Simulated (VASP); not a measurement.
# Fe (Im-3m) in VASP: further runs, part 2 of 2

VASP 6.6.1. The steps go on from the part before.

## 5. Single point, PBE

This run uses another cell than the first one, of 10.09 Å³/atom, 0.923 times its volume.

Contents of INCAR:

```
SYSTEM = Fe
PREC = Accurate ; ENCUT = 520
EDIFF = 1E-7 ; ISMEAR = -1
SIGMA = 0.06122561905347299 ; LREAL = .FALSE.
LASPH = .TRUE. ; NELM = 80
ALGO = Normal ; ISIF = 2
LWAVE = .FALSE. ; LCHARG = .FALSE.
GGA = PE ; NBANDS = 10
```

Contents of KPOINTS:

```
regular mesh
0
G
  28 28 28
  0 0 0
```

Contents of POSCAR:

```
Fe
1.0
   -1.3610959496      1.3610959496      1.3610959496
    1.3610959496     -1.3610959496      1.3610959496
    1.3610959496      1.3610959496     -1.3610959496
Fe
1
Direct
    0.0000000000      0.0000000000      0.0000000000
```

Potentials or basis: VASP PAW PBE potentials, release 64 (Fe).

Command:

```bash
> cat potpaw_PBE.64/Fe/POTCAR > POTCAR
> mpirun -np 1 vasp_std > vasp.out
```

OUTCAR:

```text
SYSTEM = Fe
   PREC = Accurate
   ENCUT = 520
   EDIFF = 1E-7
   ISMEAR = -1
   LREAL = .FALSE.
   LASPH = .TRUE.
   NELM = 80
   ISIF = 2
   GGA = PE

 ion  position               nearest neighbor table
   1  0.000  0.000  0.000-

  LATTYP: Found a body centered cubic cell.
 ALAT       =     2.7221918992

  Lattice vectors:

 A1 = (  -1.3610959496,   1.3610959496,   1.3610959496)
 A2 = (   1.3610959496,  -1.3610959496,   1.3610959496)
 A3 = (   1.3610959496,   1.3610959496,  -1.3610959496)

Analysis of symmetry for initial positions (statically):
=====================================================================
 Subroutine PRICEL returns:
 Original cell was already a primitive cell.

 Routine SETGRP: Setting up the symmetry group for a
 body centered cubic supercell.

 Subroutine GETGRP returns: Found 48 space group operations
 (whereof 48 operations were pure point group operations)
 out of a pool of 48 trial point group operations.

The static configuration has the point symmetry O_h .

Analysis of symmetry for dynamics (positions and initial velocities):
=====================================================================
 Subroutine PRICEL returns:
 Original cell was already a primitive cell.

 Routine SETGRP: Setting up the symmetry group for a
 body centered cubic supercell.

 Subroutine GETGRP returns: Found 48 space group operations
 (whereof 48 operations were pure point group operations)
 out of a pool of 48 trial point group operations.

The dynamic configuration has the point symmetry O_h .

 Subroutine INISYM returns: Found 48 space group operations
 (whereof 48 operations are pure point group operations),
 and found     1 'primitive' translations

----------------------------------------------------------------------------------------

                                     Primitive cell

  volume of cell :      10.0862

  direct lattice vectors                    reciprocal lattice vectors
    -1.361095950  1.361095950  1.361095950     0.000000000  0.367351031  0.367351031
     1.361095950 -1.361095950  1.361095950     0.367351031  0.000000000  0.367351031
     1.361095950  1.361095950 -1.361095950     0.367351031  0.367351031  0.000000000

  length of vectors
     2.357487339  2.357487339  2.357487339     0.519512810  0.519512810  0.519512810

  position of ions in fractional coordinates (direct lattice)
     0.000000000  0.000000000  0.000000000

  ion indices of the primitive-cell ions
   primitive index   ion index
                 1           1

----------------------------------------------------------------------------------------

 KPOINTS: regular mesh

Automatic generation of k-mesh.
 Grid dimensions read from file:
 generate k-points for:   28   28   28

 Generating k-lattice:

  Cartesian coordinates                     Fractional coordinates (reciprocal lattice)
     0.000000000  0.013119680  0.013119680     0.035714286  0.000000000  0.000000000
     0.013119680  0.000000000  0.013119680     0.000000000  0.035714286  0.000000000
     0.013119680  0.013119680  0.000000000     0.000000000  0.000000000  0.035714286

  Length of vectors
     0.018554029  0.018554029  0.018554029

  Shift w.r.t. Gamma in fractional coordinates (k-lattice)
     0.000000000  0.000000000  0.000000000

 Subroutine IBZKPT returns following result:
 ===========================================

 Found    624 irreducible k-points:

 Following reciprocal coordinates:
            Coordinates               Weight
  0.000000  0.000000  0.000000      1.000000
  0.035714  0.000000  0.000000     12.000000
  0.071429  0.000000  0.000000     12.000000
  0.107143  0.000000  0.000000     12.000000
  0.142857  0.000000  0.000000     12.000000
  0.178571  0.000000  0.000000     12.000000
[... 16 lines left out ...]
  0.285714  0.035714  0.000000     48.000000
  0.321429  0.035714  0.000000     48.000000
 [... further k-points ...]
   k-points           NKPTS =    624   k-points in BZ     NKDIM =    624   number of bands    NBANDS=     10
   number of dos      NEDOS =    301   number of ions     NIONS =      1
   total plane-waves  NPLWV =   5832
   dimension x,y,z NGX =    18 NGY =   18 NGZ =   18
   dimension x,y,z NGXF=    36 NGYF=   36 NGZF=   36
   ions per type =               1
   NGX,Y,Z   is equivalent  to a cutoff of  12.69, 12.69, 12.69 a.u.
   NGXF,Y,Z  is equivalent  to a cutoff of  25.39, 25.39, 25.39 a.u.
 SYSTEM =  Fe
   PREC   = accura    normal or accurate (medium, high low for compatibility)
   ISTART =      0    job   : 0-new  1-cont  2-samecut
   ICHARG =      2    charge: 1-file 2-atom 10-const
   ISPIN  =      1    spin polarized calculation?
   LNONCOLLINEAR =      F non collinear calculations
   LSORBIT =      F    spin-orbit coupling
   LASPH  =      T    aspherical Exc in radial PAW
   ENCUT  =  520.0 eV  38.22 Ry    6.18 a.u.   4.38  4.38  4.38*2*pi/ulx,y,z
   NELM   =     80;   NELMIN=  2; NELMDL= -5     # of ELM steps
   EDIFF  = 0.1E-06   stopping-criterion for ELM
   LREAL  =      F    real-space projection
   EDIFFG = 0.1E-05   stopping-criterion for IOM
   NSW    =      0    number of steps for IOM
   IBRION =     -1    ionic relax: 0-MD 1-quasi-New 2-CG
   NFREE  =      0    steps in history (QN), initial steepest desc. (CG)
   ISIF   =      2    stress and relaxation
   ISYM   =      2    0-nonsym 1-usesym 2-fastsym
   POTIM  = 0.5000    time-step for ionic-motion
   TEBEG  =    0.0;   TEEND  =   0.0 temperature during run
   PSTRESS=    0.0 pullay stress
   NELECT =       8.0000    total number of electrons
   NUPDOWN=      -1.0000    fix difference up-down
   EMIN   =  10.00;   EMAX   =-10.00  energy-range for DOS
   EFERMI =   0.00;   METHOD = LEGACY
   ISMEAR =    -1;   SIGMA  =   0.06  broadening in eV -4-tet -1-fermi 0-gaus
   EFERMI_NEDOS =   21; number of points for ismear=-14 and -15
   IALGO  =     38    algorithm
   IMIX   =      4    mixing-type and parameters
     AMIX     =   0.40;   BMIX     =  1.00
     AMIX_MAG =   1.60;   BMIX_MAG =  1.00
  volume/ion in A,a.u.               =      10.09        68.06
  Fermi-wavevector in a.u.,A,eV,Ry     =   1.515407  2.863705 31.245232  2.296460
  Thomas-Fermi vector in A             =   2.624935
   LORBIT       =      0    0 simple, 1 ext, 2 COOP (PROOUT), +10 PAW based schemes
   GGA     = PE    functional components
   LHFCALC =     F    Hartree Fock is set to
   AEXX    =    0.0000 exact exchange contribution
   IVDW    =     0    specifies the selected vdW correction
   LEPSILON=     F    determine dielectric tensor
   LRPA    =     F    only Hartree local field effects (RPA)
 non-spin polarized calculation
  energy-cutoff  :      520.00
  volume of cell :       10.09
 maximum number of plane-waves:       280
 NGX is ok and might be reduce to    18
   NGX =  9   NGY =  9   NGZ =  9

 number of electron       7.9999993 magnetization

 Free energy of the ion-electron system (eV)
  ---------------------------------------------------
  ext. energy  EPLUGINS =         0.00000000
  ---------------------------------------------------
  free energy    TOTEN  =        -7.77116294 eV

  energy without entropy =       -7.73284893  energy(sigma->0) =       -7.75200594

 E-fermi :   7.1836     XC(G=0): -13.8467

 val. band max:        7.1835424467   @ k =  -0.3929   0.4643   0.2857
 cond. band min:       7.1855770335   @ k =  -0.2500   0.3214   0.1071
 fundamental gap:      0.0020345868
 Fermi energy:         7.1836264610

 k-point     1 :       0.0000    0.0000    0.0000
  band No.  band energies     occupation
      1      -1.9454      2.00000
      2       5.2893      2.00000
      3       5.2893      2.00000
      4       5.2893      2.00000
      5       7.1281      1.42446
      6       7.1281      1.42445
      7      33.2377      0.00000
      8      33.2377      0.00000
      9      33.2377      0.00000
     10      39.3069      0.00000

 k-point     2 :       0.0357    0.0000    0.0000
  band No.  band energies     occupation
      1      -1.8869      2.00000
      2       5.2704      2.00000
      3       5.2874      2.00000
      4       5.3242      2.00000
      5       7.1075      1.55209
      6       7.1296      1.41453
      7      32.9114      0.00000
      8      33.1783      0.00000
      9      33.2244      0.00000
     10      39.1053      0.00000
[... 274 lines left out ...]
 k-point    24 :       0.3214    0.0357    0.0000
  band No.  band energies     occupation
      1       1.7108      2.00000
      2       4.2169      2.00000
      3       5.4460      2.00000
      4       6.9722      1.93868
      5       7.3324      0.16175
      6       7.7804      0.00012
      7      20.5310      0.00000
      8      27.6979      0.00000
      9      31.1169      0.00000
     10      33.1365      0.00000

 [... further k-points ...]
[... 5 lines left out ...]
  --------------------------------------------------------------------------------------
  -------------------------------------------------------------------------------------
  Total        0.7056869      0.7056869      0.7056869      0.0000000     -0.0000000      0.0000000
  in kB      112.0976317    112.0976317    112.0976317      0.0000000     -0.0000000      0.0000000
  external PRESSURE =     112.0976317 kB  Pullay stress =       0.0000000 kB

 VOLUME and BASIS-vectors are now :
 -----------------------------------------------------------------------------
  energy-cutoff  :      520.00
  volume of cell :       10.09
      direct lattice vectors                 reciprocal lattice vectors
    -1.361095950  1.361095950  1.361095950     0.000000000  0.367351031  0.367351031
     1.361095950 -1.361095950  1.361095950     0.367351031  0.000000000  0.367351031
     1.361095950  1.361095950 -1.361095950     0.367351031  0.367351031  0.000000000

 POSITION                                       TOTAL-FORCE (eV/Angst)
 -----------------------------------------------------------------------------------
      0.00000      0.00000      0.00000        -0.000000     -0.000000     -0.000000
 -----------------------------------------------------------------------------------
    total drift:                                0.000000     -0.000000      0.000000

  FREE ENERGIE OF THE ION-ELECTRON SYSTEM (eV)
  ---------------------------------------------------
  free  energy   TOTEN  =        -7.7711629438 eV

  energy  without entropy=       -7.7328489288  energy(sigma->0) =       -7.75200594
```

stdout:

```text
POSCAR found type information on POSCAR Fe
 POSCAR found :  1 types and       1 ions
 scaLAPACK will be used
 LDA part: xc-table for (Slater+PW92), standard interpolation
 POSCAR, INCAR and KPOINTS ok, starting setup
 FFT: planning ... GRIDC
 FFT: planning ... GRID_SOFT
 FFT: planning ... GRID
 WAVECAR not read
 entering main loop
```

It took 2.1 min on 1 thread of AMD EPYC 7R13, shared host; peak memory 0.15 GiB.

Results:

| Quantity | Value |
| --- | --- |
| Free energy | -7.7712 eV |
| Pressure | 11.2 GPa |
| Band gap on the k mesh | zero (band 4 reaches 8.28 eV, above the bottom of band 5 at 6.02 eV) |

Caveat: the run has no spin polarisation, though such a crystal can be magnetic. Spin polarisation is off, so any magnetic state and its effect on volume and gap are missing.

## 6. The runs side by side

| level | cell | k mesh | smearing | gap on the mesh (eV) | pressure (GPa) |
| --- | --- | --- | --- | --- | --- |
| r2SCAN | a = 2.421 Å, angles 109.5°, 1 atom | 17 × 17 × 17 | fermi-dirac 0.1 eV | none | -17.2 |
| PBE | a = 2.341 Å, angles 109.5°, 1 atom | 28 × 28 × 28 | fermi-dirac 0.0612256 eV | none | 17.5 |
| PBE | a = 2.357 Å, angles 109.5°, 1 atom | 28 × 28 × 28 | fermi-dirac 0.0612256 eV | none | 11.2 |

Alike in all rows: task single point; potentials or basis VASP PAW PBE potentials, release 64 (Fe); no spin polarisation; cutoff (eV) 520.

Caveats: the run has no spin polarisation, though such a crystal can be magnetic; the PAW data sets were made with another functional, which shifts forces and pressure a little (some runs).

Absolute energies hang on the potentials; compare differences alone.
